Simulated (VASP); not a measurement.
Wanted: the native input for a VASP 6.6.1 run.

- Task: single point
- Functional: PBE
- Potentials or basis: VASP PAW PBE potentials, release 64 (Ga_d)
- Cutoff: 520 eV
- k mesh: 12 × 12 × 10
- Occupations: gaussian, width 0.05 eV
- Spin: no spin polarisation
- Dipole correction: no
- Further INCAR settings: ALGO = Normal; EDIFF = 1e-06; NBANDS = 34

The structure of Ga lies in POSCAR:

```
Ga
1.0
    2.2847862940     -3.8719105913      0.0000000000
    2.2847862940      3.8719105913      0.0000000000
    0.0000000000      0.0000000000      4.5870855732
Ga
4
Direct
    0.3438548422      0.6561451578      0.5822701789
    0.6561451578      0.3438548422      0.4177298211
    0.8438548422      0.1561451578      0.9177298211
    0.1561451578      0.8438548422      0.0822701789
```

One way to write it, as run:

INCAR

```
  PREC = Accurate
  ENCUT = 520
  EDIFF = 1E-6
  ISMEAR = 0
  SIGMA = 0.05
  LREAL = False
  LASPH = True
  NELM = 100
  ALGO = Normal
  ISIF = 2
  LWAVE = False
  LCHARG = False
  GGA = PE
  NBANDS = 34
```

KPOINTS

```
regular mesh
0
Gamma
  12 12 10
```

Potentials or basis: VASP PAW PBE potentials, release 64 (Ga_d).

Command:

```bash
$ cat potpaw_PBE.64/Ga_d/POTCAR > POTCAR
$ mpirun -np 1 vasp_std > vasp.out
```

Results of the run:

* Pressure: 0.2 GPa
* Largest force: 0.007 eV/Å
* Band gap on the k mesh: zero (band 26 reaches 5.15 eV, above the bottom of band 27 at 3.81 eV)

Wall time 3.6 min on 1 thread of Intel(R) Xeon(R) 6975P-C (Granite Rapids), with other jobs on the host, peak memory 0.57 GiB.
